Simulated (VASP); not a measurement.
# Cu (Fm-3m) in VASP: single point with LDA

Aim: the single point of Cu with LDA.

All numbers are computed with VASP 6.6.1; they aren't measurements. Logs are shortened: lines on timing, memory, paths and dates and some standing lists are left out, and cuts for length are marked.

### Step 1. The cell of the first run

Symmetry: Fm-3m, No. 225, cubic system. Conventional cell: a = 6.226 Å, b = 6.226 Å, c = 6.226 Å, α = 90.00°, β = 90.00°, γ = 90.00°. Within 3.6 Å of Cu (site symmetry m-3m) lie 8 Cu at 2.70 Å. Within 3.6 Å of Cu (site symmetry -43m) lie 10 Cu at 2.70 to 3.11 Å.

### Step 2. Single point, LDA

Input file INCAR:

```
ALGO = Normal
EDIFF = 1E-7
ENCUT = 520
ISIF = 2
ISMEAR = 1
LASPH = T
LCHARG = F
LREAL = F
LWAVE = F
NBANDS = 24
NELM = 60
PREC = Accurate
SIGMA = 0.1
```

Input file KPOINTS:

```
k-points
0
Gamma
  7 7 7
```

Input file POSCAR:

```
Cu
1.0
    0.0000000000      3.1129520000      3.1129520000
    3.1129520000      0.0000000000      3.1129520000
    3.1129520000      3.1129520000      0.0000000000
Cu
3
Direct
    0.5000000000      0.5000000000      0.5000000000
    0.2500000000      0.2500000000      0.2500000000
    0.7500000000      0.7500000000      0.7500000000
```

Potentials or basis: VASP PAW LDA potentials, release 64 (Cu).

Run with:

```
> cat potpaw_LDA.64/Cu/POTCAR > POTCAR
> mpirun -np 1 vasp_std > vasp.out
```

OUTCAR:

```text
EDIFF = 1E-7
   ENCUT = 520
   ISIF = 2
   ISMEAR = 1
   LASPH = T
   LREAL = F
   NELM = 60
   PREC = Accurate

 ion  position               nearest neighbor table
   1  0.500  0.500  0.500-   2 2.70   2 2.70   2 2.70   2 2.70   3 2.70   3 2.70   3 2.70   3 2.70

   2  0.250  0.250  0.250-   1 2.70   1 2.70   1 2.70   1 2.70
   3  0.750  0.750  0.750-   1 2.70   1 2.70   1 2.70   1 2.70

  LATTYP: Found a face centered cubic cell.
 ALAT       =     6.2259040000

  Lattice vectors:

 A1 = (   0.0000000000,   3.1129520000,   3.1129520000)
 A2 = (   3.1129520000,   0.0000000000,   3.1129520000)
 A3 = (   3.1129520000,   3.1129520000,   0.0000000000)

Analysis of symmetry for initial positions (statically):
=====================================================================
 Subroutine PRICEL returns:
 Original cell was already a primitive cell.

 Routine SETGRP: Setting up the symmetry group for a
 face centered cubic supercell.

 Subroutine GETGRP returns: Found 48 space group operations
 (whereof 48 operations were pure point group operations)
 out of a pool of 48 trial point group operations.

The static configuration has the point symmetry O_h .

Analysis of symmetry for dynamics (positions and initial velocities):
=====================================================================
 Subroutine PRICEL returns:
 Original cell was already a primitive cell.

 Routine SETGRP: Setting up the symmetry group for a
 face centered cubic supercell.

 Subroutine GETGRP returns: Found 48 space group operations
 (whereof 48 operations were pure point group operations)
 out of a pool of 48 trial point group operations.

The dynamic configuration has the point symmetry O_h .

 Subroutine INISYM returns: Found 48 space group operations
 (whereof 48 operations are pure point group operations),
 and found     1 'primitive' translations

----------------------------------------------------------------------------------------

                                     Primitive cell

  volume of cell :      60.3319

  direct lattice vectors                    reciprocal lattice vectors
     0.000000000  3.112952000  3.112952000    -0.160619245  0.160619245  0.160619245
     3.112952000  0.000000000  3.112952000     0.160619245 -0.160619245  0.160619245
     3.112952000  3.112952000  0.000000000     0.160619245  0.160619245 -0.160619245

  length of vectors
     4.402378937  4.402378937  4.402378937     0.278200693  0.278200693  0.278200693

  position of ions in fractional coordinates (direct lattice)
     0.500000000  0.500000000  0.500000000
     0.250000000  0.250000000  0.250000000
     0.750000000  0.750000000  0.750000000

  ion indices of the primitive-cell ions
   primitive index   ion index
                 1           1
                 2           2
                 3           3

----------------------------------------------------------------------------------------

 KPOINTS: k-points

Automatic generation of k-mesh.
 Grid dimensions read from file:
 generate k-points for:    7    7    7

 Generating k-lattice:

  Cartesian coordinates                     Fractional coordinates (reciprocal lattice)
    -0.022945606  0.022945606  0.022945606     0.142857143  0.000000000  0.000000000
     0.022945606 -0.022945606  0.022945606     0.000000000  0.142857143  0.000000000
     0.022945606  0.022945606 -0.022945606     0.000000000  0.000000000  0.142857143

  Length of vectors
     0.039742956  0.039742956  0.039742956

  Shift w.r.t. Gamma in fractional coordinates (k-lattice)
     0.000000000  0.000000000  0.000000000

 Subroutine IBZKPT returns following result:
 ===========================================

 Found     20 irreducible k-points:

 Following reciprocal coordinates:
            Coordinates               Weight
  0.000000  0.000000  0.000000      1.000000
  0.142857  0.000000  0.000000      8.000000
  0.285714  0.000000  0.000000      8.000000
  0.428571  0.000000  0.000000      8.000000
  0.142857  0.142857  0.000000      6.000000
  0.285714  0.142857  0.000000     24.000000
[... 12 lines left out ...]
 -0.428571  0.428571  0.142857     24.000000
 -0.285714  0.428571  0.142857     24.000000
   k-points           NKPTS =     20   k-points in BZ     NKDIM =     20   number of bands    NBANDS=     24
   number of dos      NEDOS =    301   number of ions     NIONS =      3
   total plane-waves  NPLWV =  46656
   dimension x,y,z NGX =    36 NGY =   36 NGZ =   36
   dimension x,y,z NGXF=    72 NGYF=   72 NGZF=   72
   ions per type =               3
   NGX,Y,Z   is equivalent  to a cutoff of  13.59, 13.59, 13.59 a.u.
   NGXF,Y,Z  is equivalent  to a cutoff of  27.19, 27.19, 27.19 a.u.
 SYSTEM =  unknown system
   PREC   = accura    normal or accurate (medium, high low for compatibility)
   ISTART =      0    job   : 0-new  1-cont  2-samecut
   ICHARG =      2    charge: 1-file 2-atom 10-const
   ISPIN  =      1    spin polarized calculation?
   LNONCOLLINEAR =      F non collinear calculations
   LSORBIT =      F    spin-orbit coupling
   LASPH  =      T    aspherical Exc in radial PAW
   ENCUT  =  520.0 eV  38.22 Ry    6.18 a.u.   8.19  8.19  8.19*2*pi/ulx,y,z
   NELM   =     60;   NELMIN=  2; NELMDL= -5     # of ELM steps
   EDIFF  = 0.1E-06   stopping-criterion for ELM
   LREAL  =      F    real-space projection
   EDIFFG = 0.1E-05   stopping-criterion for IOM
   NSW    =      0    number of steps for IOM
   IBRION =     -1    ionic relax: 0-MD 1-quasi-New 2-CG
   NFREE  =      0    steps in history (QN), initial steepest desc. (CG)
   ISIF   =      2    stress and relaxation
   ISYM   =      2    0-nonsym 1-usesym 2-fastsym
   POTIM  = 0.5000    time-step for ionic-motion
   TEBEG  =    0.0;   TEEND  =   0.0 temperature during run
   PSTRESS=    0.0 pullay stress
   NELECT =      33.0000    total number of electrons
   NUPDOWN=      -1.0000    fix difference up-down
   EMIN   =  10.00;   EMAX   =-10.00  energy-range for DOS
   EFERMI =   0.00;   METHOD = LEGACY
   ISMEAR =     1;   SIGMA  =   0.10  broadening in eV -4-tet -1-fermi 0-gaus
   EFERMI_NEDOS =   21; number of points for ismear=-14 and -15
   IALGO  =     38    algorithm
   IMIX   =      4    mixing-type and parameters
     AMIX     =   0.40;   BMIX     =  1.00
     AMIX_MAG =   1.60;   BMIX_MAG =  1.00
  volume/ion in A,a.u.               =      20.11       135.71
  Fermi-wavevector in a.u.,A,eV,Ry     =   1.338845  2.530051 24.388534  1.792507
  Thomas-Fermi vector in A             =   2.467284
   LORBIT       =      0    0 simple, 1 ext, 2 COOP (PROOUT), +10 PAW based schemes
   GGA     = CA    functional components
   LHFCALC =     F    Hartree Fock is set to
   AEXX    =    0.0000 exact exchange contribution
   IVDW    =     0    specifies the selected vdW correction
   LEPSILON=     F    determine dielectric tensor
   LRPA    =     F    only Hartree local field effects (RPA)
 non-spin polarized calculation
 Methfessel and Paxton  Order N= 1 SIGMA  =   0.10
  energy-cutoff  :      520.00
  volume of cell :       60.33
 maximum number of plane-waves:      1641
 NGX is ok and might be reduce to    36
   NGX = 17   NGY = 17   NGZ = 17

 number of electron      32.9999971 magnetization

 Free energy of the ion-electron system (eV)
  ---------------------------------------------------
  ext. energy  EPLUGINS =         0.00000000
  ---------------------------------------------------
  free energy    TOTEN  =       -10.76847714 eV

  energy without entropy =      -10.76606411  energy(sigma->0) =      -10.76767279

 E-fermi :   2.0436     XC(G=0): -10.1236

 val. band max:        2.0434588890   @ k =  -0.2857   0.4286   0.1429
 cond. band min:       2.2789102869   @ k =   0.4286   0.4286   0.0000
 fundamental gap:      0.2354513979
 Fermi energy:         2.0436162452

 k-point     1 :       0.0000    0.0000    0.0000
  band No.  band energies     occupation
      1      -3.9181      2.00000
      2      -0.5434      2.00000
      3      -0.5434      2.00000
      4      -0.2505      2.00000
      5      -0.2505      2.00000
      6      -0.2505      2.00000
[... 16 lines left out ...]
     23       9.0137      0.00000
     24      10.1838      0.00000

 k-point     2 :       0.1429    0.0000    0.0000
  band No.  band energies     occupation
      1      -3.6820      2.00000
      2      -0.5025      2.00000
      3      -0.5025      2.00000
      4      -0.3271      2.00000
      5      -0.2833      2.00000
      6      -0.2833      2.00000
[... 16 lines left out ...]
     23      10.1826      0.00000
     24      11.1488      0.00000

 k-point     3 :       0.2857    0.0000    0.0000
  band No.  band energies     occupation
      1      -3.0015      2.00000
      2      -0.4027      2.00000
      3      -0.4027      2.00000
      4      -0.3830      2.00000
      5      -0.3148      2.00000
      6      -0.3148      2.00000
[... 16 lines left out ...]
     23      10.0932      0.00000
     24      12.2292      0.00000

 k-point     4 :       0.4286    0.0000    0.0000
  band No.  band energies     occupation
      1      -2.0560      2.00000
      2      -0.3960      2.00000
      3      -0.3807      2.00000
      4      -0.3807      2.00000
      5      -0.3727      2.00000
      6      -0.2342      2.00000
[... 16 lines left out ...]
     23       9.5920      0.00000
     24      14.4580      0.00000

 k-point     5 :       0.1429    0.1429    0.0000
  band No.  band energies     occupation
      1      -3.6035      2.00000
      2      -0.5063      2.00000
      3      -0.4780      2.00000
      4      -0.3238      2.00000
      5      -0.3017      2.00000
      6      -0.3017      2.00000
[... 16 lines left out ...]
     23      10.7438      0.00000
     24      10.7438      0.00000

 k-point     6 :       0.2857    0.1429    0.0000
  band No.  band energies     occupation
      1      -3.0706      2.00000
      2      -0.4502      2.00000
      3      -0.4140      2.00000
      4      -0.3928      2.00000
      5      -0.3683      2.00000
      6      -0.3119      2.00000
[... 16 lines left out ...]
     23      11.0298      0.00000
     24      11.7328      0.00000
[... 271 lines left out ...]
 k-point    17 :       0.4286    0.2857    0.1429
  band No.  band energies     occupation
      1      -2.4280      2.00000
      2      -0.5344      2.00000
      3      -0.4775      2.00000
      4      -0.3869      2.00000
      5      -0.3168      2.00000
      6      -0.2538      2.00000
[... 16 lines left out ...]
     23      12.1149      0.00000
     24      13.4331      0.00000

 k-point    18 :      -0.4286    0.2857    0.1429
  band No.  band energies     occupation
      1      -1.5803      2.00000
      2      -0.7055      2.00000
      3      -0.5229      2.00000
      4      -0.3502      2.00000
      5      -0.3233      2.00000
      6      -0.1071      2.00000
[... 16 lines left out ...]
     23      12.5576      0.00000
     24      13.5710      0.00000

 k-point    19 :      -0.4286    0.4286    0.1429
  band No.  band energies     occupation
      1      -1.2789      2.00000
      2      -0.7732      2.00000
      3      -0.6418      2.00000
      4      -0.3838      2.00000
      5      -0.2998      2.00000
      6      -0.1920      2.00000
[... 16 lines left out ...]
     23      14.0786      0.00000
     24      14.7910      0.00000

 k-point    20 :      -0.2857    0.4286    0.1429
  band No.  band energies     occupation
      1      -1.0254      2.00000
      2      -0.7846      2.00000
      3      -0.6859      2.00000
      4      -0.3853      2.00000
      5      -0.3075      2.00000
      6      -0.0161      2.00000
[... 16 lines left out ...]
     23      11.7703      0.00000
     24      14.5721      0.00000

------------------------ aborting loop because EDIFF is reached ----------------------------------------

  FORCE on cell =-STRESS in cart. coord.  units (eV):
  Direction    XX          YY          ZZ          XY          YZ          ZX
  --------------------------------------------------------------------------------------
  -------------------------------------------------------------------------------------
  Total       -7.4347042     -7.4347042     -7.4347042      0.0000000     -0.0000000      0.0000000
  in kB     -197.4363027   -197.4363027   -197.4363027      0.0000000     -0.0000000      0.0000000
  external PRESSURE =    -197.4363027 kB  Pullay stress =       0.0000000 kB

 VOLUME and BASIS-vectors are now :
 -----------------------------------------------------------------------------
  energy-cutoff  :      520.00
  volume of cell :       60.33
      direct lattice vectors                 reciprocal lattice vectors
     0.000000000  3.112952000  3.112952000    -0.160619245  0.160619245  0.160619245
     3.112952000  0.000000000  3.112952000     0.160619245 -0.160619245  0.160619245
     3.112952000  3.112952000  0.000000000     0.160619245  0.160619245 -0.160619245

 POSITION                                       TOTAL-FORCE (eV/Angst)
 -----------------------------------------------------------------------------------
      3.11295      3.11295      3.11295        -0.000000      0.000000     -0.000000
      1.55648      1.55648      1.55648        -0.000000     -0.000000     -0.000000
      4.66943      4.66943      4.66943         0.000000      0.000000      0.000000
 -----------------------------------------------------------------------------------
    total drift:                                0.000000      0.000000      0.000000

  FREE ENERGIE OF THE ION-ELECTRON SYSTEM (eV)
  ---------------------------------------------------
  free  energy   TOTEN  =       -10.7684771368 eV

  energy  without entropy=      -10.7660641070  energy(sigma->0) =      -10.76767279
```

Wall time 41 s (1 thread of Intel Xeon Platinum 8259CL at 2.50GHz (Skylake/Cascade Lake), shared host); peak memory 0.17 GiB.

Results:

```
Free energy : -10.7685 eV
Pressure    : -19.7 GPa
```

Levels at points of the mesh, in eV from the Fermi level:
```
           k point  band 13  band 14  band 15  band 16  band 17  band 18  band 19  band 20
(0.00, 0.00, 0.00)    -1.23    -1.23    -1.20    -1.20     6.02     6.02     6.02     6.35
```
